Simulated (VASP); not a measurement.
# MoNO: single point with PBE

The system is MoNO.

```
Mo O N
1.0
     2.83457    0.00000    0.00000
     0.00000    2.83457    0.00000
     0.00000    0.00000    7.17612
Mo O N
2 2 2
Direct
  0.00000 0.50000 0.90000
  0.50000 0.00000 0.10000
  0.00000 0.50000 0.33500
  0.50000 0.00000 0.66500
  0.00000 0.50000 0.61700
  0.50000 0.00000 0.38300
```

* Program: VASP 6.6.1
* Task: single point
* Functional: PBE
* Potentials or basis: VASP PAW PBE potentials, release 64 (Mo_sv, O, N)
* Cutoff: 600 eV
* k mesh: 6 × 6 × 3
* Occupations: gaussian, width 0.2873 eV
* Spin: no spin polarisation

| Quantity | Value |
| --- | --- |
| Pressure | 34.2 GPa |
| Largest force | 5.119 eV/Å |
| Band gap on the k mesh | zero (bands 25 and 26 overlap by 3.49 eV) |

Forces on the atoms (eV/Å):
```
Mo   0.000  0.000 -5.119
Mo   0.000  0.000  5.119
O    0.000  0.000 -1.386
O    0.000  0.000  1.386
N    0.000  0.000  3.362
N    0.000  0.000 -3.362
```

Stress tensor (GPa, compression positive):
```
34.85  0.00  0.00
 0.00 34.85  0.00
 0.00  0.00 32.96
```

Levels at points of the mesh, in eV from the Fermi level:
| k point | band 21 | band 22 | band 23 | band 24 | band 25 | band 26 | band 27 | band 28 | band 29 | band 30 |
| --- | --- | --- | --- | --- | --- | --- | --- | --- | --- | --- |
| (0.00, 0.00, 0.00) | -2.55 | -0.59 | -0.20 | -0.20 | -0.20 | 0.49 | 0.89 | 2.10 | 2.10 | 2.27 |
| (0.50, 0.00, 0.00) | -2.02 | -2.02 | -1.15 | -1.15 | -0.77 | -0.77 | -0.21 | -0.21 | 1.96 | 1.96 |
| (0.50, 0.50, 0.00) | -1.86 | -1.86 | -0.51 | -0.51 | 2.32 | 2.32 | 2.42 | 2.42 | 3.08 | 3.08 |

It took 29 s on 1 thread of Intel(R) Xeon(R) Platinum 8375C CPU @ 2.90GHz (Ice Lake), with other jobs on the host, peak memory 0.2 GiB.

Caveat: the k points lie up to 0.37 Å⁻¹ apart, too coarse for converged energies and pressures of a metal; so wide a smearing shifts energies and pressures; forces of over 1 eV/Å act on the atoms, so gaps and moduli don't describe the material at rest.
